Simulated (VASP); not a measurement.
**H: single point with PBEsol**

The system is H.

```
H
1.0
     3.94836    0.00000    0.00000
    -1.97418    3.41938    0.00000
     0.00000    0.00000    4.77378
H
4
Direct
  0.33333 0.66667 0.17650
  0.66667 0.33333 0.67650
  0.66667 0.33333 0.82350
  0.33333 0.66667 0.32350
```

This cell differs from its parent crystal: ratio of the length along z to the lengths across it x 0.92, volume and fractional coordinates fixed.

* Program: VASP 6.6.1
* Task: single point
* Functional: PBEsol
* Potentials or basis: VASP PAW PBE potentials, release 64 (H)
* Cutoff: 520 eV
* k mesh: 9 × 9 × 6
* Occupations: gaussian, width 0.05 eV
* Spin: no spin polarisation

```yaml
Pressure: 2.5 GPa
Largest_force: 2.297 eV/Å
Band_gap_on_the_k_mesh: 9.96 eV, indirect (least direct gap 10.15 eV)
```

Forces in eV/Å, atoms in the order of the input:
```
H    0.000  0.000 -2.297
H    0.000  0.000 -2.297
H    0.000  0.000  2.297
H    0.000  0.000  2.297
```

Stress tensor (GPa, compression positive):
```
-0.13  0.00  0.00
 0.00 -0.13  0.00
 0.00  0.00  7.86
```

Levels at points of the mesh, in eV from the valence-band top:
```
           k point  band 1  band 2  band 3  band 4  band 5  band 6
(0.00, 0.00, 0.00)   -1.45    0.00   10.15   11.94   15.28   16.71
(0.00, 0.00, 0.50)   -0.78   -0.78   10.62   10.62   17.99   17.99
```

Run time: 32 s on 1 thread of AMD EPYC 7R43 64-Core Processor (Zen 3) (shared host), peak memory 0.13 GiB.

Caveat: the PAW data sets were made with another functional, which shifts forces and pressure a little. A k mesh can miss the band edges.
